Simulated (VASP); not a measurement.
# BaAg2As2 (I4/mmm) in VASP: notebook, part 2 of 2

VASP 6.6.1. The steps go on from the part before.

### 3 Single point, r2SCAN

File POSCAR:

```
BaAg2As2
1.0
   -2.2865684166      2.2865684166      5.6296301059
    2.2865684166     -2.2865684166      5.6296301059
    2.2865684166      2.2865684166     -5.6296301059
Ba Ag As
1 2 2
Direct
    0.0000000000      0.0000000000      0.0000000000
    0.7500000000      0.2500000000      0.5000000000
    0.2500000000      0.7500000000      0.5000000000
    0.3844396275      0.3844396275      0.0000000000
    0.6155603725      0.6155603725      0.0000000000
```

File INCAR.step1:

```
SYSTEM = BaAg2As2
PREC     = Accurate       ! precision mode
ENCUT    = 520            ! plane-wave cutoff, eV
ISMEAR   = -1             ! smearing method
SIGMA    = 0.02           ! smearing width, eV
LREAL    = .False.        ! projectors in reciprocal space
LASPH    = .True.         ! aspherical terms in the spheres
NELM     = 60             ! most SCF steps
NBANDS   = 29             ! bands
GGA      = PE             ! functional
ALGO     = Normal         ! electronic algorithm
EDIFF    = 1E-4           ! SCF threshold, eV
LWAVE    = .True.         ! write WAVECAR
LCHARG   = .False.        ! write CHGCAR
```

File INCAR.step2:

```
SYSTEM = BaAg2As2
PREC     = Accurate       ! precision mode
ENCUT    = 520            ! plane-wave cutoff, eV
EDIFF    = 1E-6           ! SCF threshold, eV
ISMEAR   = -1             ! smearing method
SIGMA    = 0.02           ! smearing width, eV
LREAL    = .False.        ! projectors in reciprocal space
LASPH    = .True.         ! aspherical terms in the spheres
NELM     = 60             ! most SCF steps
ALGO     = Normal         ! electronic algorithm
ISIF     = 2              ! what is computed and relaxed
LWAVE    = .False.        ! write WAVECAR
LCHARG   = .True.         ! write CHGCAR
METAGGA  = R2SCAN         ! meta-GGA
LMIXTAU  = .True.       
LELF     = .True.         ! ELF
LVHAR    = .True.       
NBANDS   = 29             ! bands
ISTART   = 1
```

File KPOINTS:

```
regular mesh
0
Gamma
  8 8 8
  0 0 0
```

Potentials or basis: VASP PAW PBE potentials, release 64 (Ba_sv, Ag, As).

Command:

```bash
> cat potpaw_PBE.64/Ba_sv/POTCAR potpaw_PBE.64/Ag/POTCAR potpaw_PBE.64/As/POTCAR > POTCAR
> cp INCAR.step1 INCAR
> mpirun -np 1 vasp_std > vasp.out
> cp INCAR.step2 INCAR
> mpirun -np 1 vasp_std > vasp.out
```

OUTCAR:

```text
SYSTEM = BaAg2As2
   PREC = Accurate
   ENCUT = 520
   EDIFF = 1E-6
   ISMEAR = -1
   LREAL = .False.
   LASPH = .True.
   NELM = 60
   ISIF = 2
   METAGGA = R2SCAN
   ISTART = 1

 ion  position               nearest neighbor table
   1  0.000  0.000  0.000-   5 3.49   5 3.49   5 3.49   4 3.49   5 3.49   4 3.49   4 3.49   4 3.49
                             2 3.63   3 3.63   2 3.63   3 3.63   2 3.63   2 3.63   3 3.63   3 3.63
   2  0.750  0.250  0.500-   4 2.74   5 2.74   4 2.74   5 2.74   3 3.23   3 3.23   3 3.23   3 3.23
                             1 3.63   1 3.63   1 3.63   1 3.63
   3  0.250  0.750  0.500-   4 2.74   5 2.74   4 2.74   5 2.74   2 3.23   2 3.23   2 3.23   2 3.23
                             1 3.63   1 3.63   1 3.63   1 3.63
   4  0.384  0.384  0.000-   5 2.60   3 2.74   2 2.74   3 2.74   2 2.74   1 3.49   1 3.49   1 3.49
                             1 3.49
   5  0.616  0.616  0.000-   4 2.60   2 2.74   3 2.74   2 2.74   3 2.74   1 3.49   1 3.49   1 3.49
                             1 3.49

  LATTYP: Found a body centered tetragonal cell.
 ALAT       =     4.5731368332
 C/A-ratio  =     2.4620431495

  Lattice vectors:

 A1 = (  -2.2865684166,   2.2865684166,   5.6296301059)
 A2 = (   2.2865684166,  -2.2865684166,   5.6296301059)
 A3 = (   2.2865684166,   2.2865684166,  -5.6296301059)

Analysis of symmetry for initial positions (statically):
=====================================================================
 Subroutine PRICEL returns:
 Original cell was already a primitive cell.

 Routine SETGRP: Setting up the symmetry group for a
 body centered tetragonal supercell.

 Subroutine GETGRP returns: Found 16 space group operations
 (whereof 16 operations were pure point group operations)
 out of a pool of 16 trial point group operations.

The static configuration has the point symmetry D_4h.

Analysis of symmetry for dynamics (positions and initial velocities):
=====================================================================
 Subroutine PRICEL returns:
 Original cell was already a primitive cell.

 Routine SETGRP: Setting up the symmetry group for a
 body centered tetragonal supercell.

[... 128 lines left out ...]
   IMIX   =      4    mixing-type and parameters
     AMIX     =   0.40;   BMIX     =  1.00
     AMIX_MAG =   1.60;   BMIX_MAG =  1.00
  volume/ion in A,a.u.               =      23.55       158.90
  Fermi-wavevector in a.u.,A,eV,Ry     =   1.161061  2.194088 18.341518  1.348064
  Thomas-Fermi vector in A             =   2.297637
   LORBIT       =      0    0 simple, 1 ext, 2 COOP (PROOUT), +10 PAW based schemes
   METAGGA = R2SCAN    functional components
   LHFCALC =     F    Hartree Fock is set to
   AEXX    =    0.0000 exact exchange contribution
   IVDW    =     0    specifies the selected vdW correction
   LEPSILON=     F    determine dielectric tensor
   LRPA    =     F    only Hartree local field effects (RPA)
 non-spin polarized calculation
  energy-cutoff  :      520.00
  volume of cell :      117.74
 maximum number of plane-waves:      3220
   NGX = 25   NGY = 25   NGZ = 25

 number of electron      42.0000004 magnetization

 Free energy of the ion-electron system (eV)
  ---------------------------------------------------
  ext. energy  EPLUGINS =         0.00000000
  ---------------------------------------------------
  free energy    TOTEN  =      -101.39211756 eV

  energy without entropy =     -101.38995020  energy(sigma->0) =     -101.39103388

 E-fermi :   5.6065     XC(G=0): -10.7822

 val. band max:        5.5957381539   @ k =  -0.2500  -0.3750   0.2500
 cond. band min:       5.6146877132   @ k =  -0.1250   0.5000   0.1250
 fundamental gap:      0.0189495593
 Fermi energy:         5.6064859685

 k-point     1 :       0.0000    0.0000    0.0000
  band No.  band energies     occupation
      1     -23.5425      2.00000
      2      -8.5001      2.00000
      3      -8.3247      2.00000
      4      -8.3247      2.00000
      5      -7.2486      2.00000
      6      -4.9043      2.00000
[... 757 lines left out ...]
     28      10.3501      0.00000
     29      11.5570      0.00000

 [... further k-points ...]
[... 5 lines left out ...]
  --------------------------------------------------------------------------------------
  -------------------------------------------------------------------------------------
  Total        0.2431679      0.2431679      0.2253584      0.0000000      0.0000000      0.0000000
  in kB        3.3090894      3.3090894      3.0667341      0.0000000      0.0000000      0.0000000
  external PRESSURE =       3.2283043 kB  Pullay stress =       0.0000000 kB

 VOLUME and BASIS-vectors are now :
 -----------------------------------------------------------------------------
  energy-cutoff  :      520.00
  volume of cell :      117.74
      direct lattice vectors                 reciprocal lattice vectors
    -2.286568417  2.286568417  5.629630106     0.000000000  0.218668288  0.088815782
     2.286568417 -2.286568417  5.629630106     0.218668288  0.000000000  0.088815782
     2.286568417  2.286568417 -5.629630106     0.218668288  0.218668288  0.000000000

 POSITION                                       TOTAL-FORCE (eV/Angst)
 -----------------------------------------------------------------------------------
      0.00000      0.00000      0.00000        -0.000000     -0.000000      0.000000
     -0.00000      2.28657      2.81482        -0.000000     -0.000000     -0.000000
      2.28657     -0.00000      2.81482        -0.000000     -0.000000     -0.000000
      0.00000      0.00000      4.32851         0.000000      0.000000     -0.051440
      0.00000      0.00000      6.93075         0.000000      0.000000      0.051440
 -----------------------------------------------------------------------------------
    total drift:                                0.000000     -0.000000      0.000000

  FREE ENERGIE OF THE ION-ELECTRON SYSTEM (eV)
  ---------------------------------------------------
  free  energy   TOTEN  =      -101.3921175650 eV

  energy  without entropy=     -101.3899502014  energy(sigma->0) =     -101.39103388
```

OSZICAR.step1:

```text
N       E                     dE             d eps       ncg     rms          rms(c)
DAV:   1     0.242341828891E+03    0.24234E+03   -0.19463E+04  3422   0.132E+03
DAV:   2    -0.641855546189E+01   -0.24876E+03   -0.23903E+03  3786   0.265E+02
DAV:   3    -0.201689290755E+02   -0.13750E+02   -0.13589E+02  4445   0.589E+01
DAV:   4    -0.204530521878E+02   -0.28412E+00   -0.28368E+00  4584   0.748E+00
DAV:   5    -0.204570730048E+02   -0.40208E-02   -0.40203E-02  4276   0.772E-01    0.879E+00
DAV:   6    -0.191692414974E+02    0.12878E+01   -0.76525E+00  3865   0.236E+01    0.757E+00
DAV:   7    -0.191455688368E+02    0.23673E-01   -0.84278E-01  3762   0.596E+00    0.392E+00
DAV:   8    -0.191297300786E+02    0.15839E-01   -0.99955E-02  3889   0.245E+00    0.676E-01
DAV:   9    -0.191263188691E+02    0.34112E-02   -0.22830E-02  3925   0.133E+00    0.124E-01
DAV:  10    -0.191266480549E+02   -0.32919E-03   -0.29583E-03  4058   0.307E-01    0.682E-02
DAV:  11    -0.191267078321E+02   -0.59777E-04   -0.42733E-04  3844   0.158E-01
   1 F= -.19126708E+02 E0= -.19125616E+02  d E =-.218312E-02
```

Run time: 14 min. Hardware: 1 thread of AMD EPYC 9R45 (Zen 5), shared host; peak memory 0.47 GiB.

Results:

| Item | Value |
| --- | --- |
| Free energy | -101.3921 eV |
| Pressure | 0.3 GPa |
| Largest force | 0.051 eV/Å |
| Band gap on the k mesh | zero (bands 21 and 22 overlap by 0.74 eV) |

Forces in eV/Å, atoms in the order of the input:
```
Ba   0.000  0.000  0.000
Ag   0.000  0.000  0.000
Ag   0.000  0.000  0.000
As   0.000  0.000 -0.051
As   0.000  0.000  0.051
```

Caveat: the PAW data sets were made with another functional, which shifts forces and pressure a little; spin-orbit coupling is left out, which moves the levels of the heavy elements.
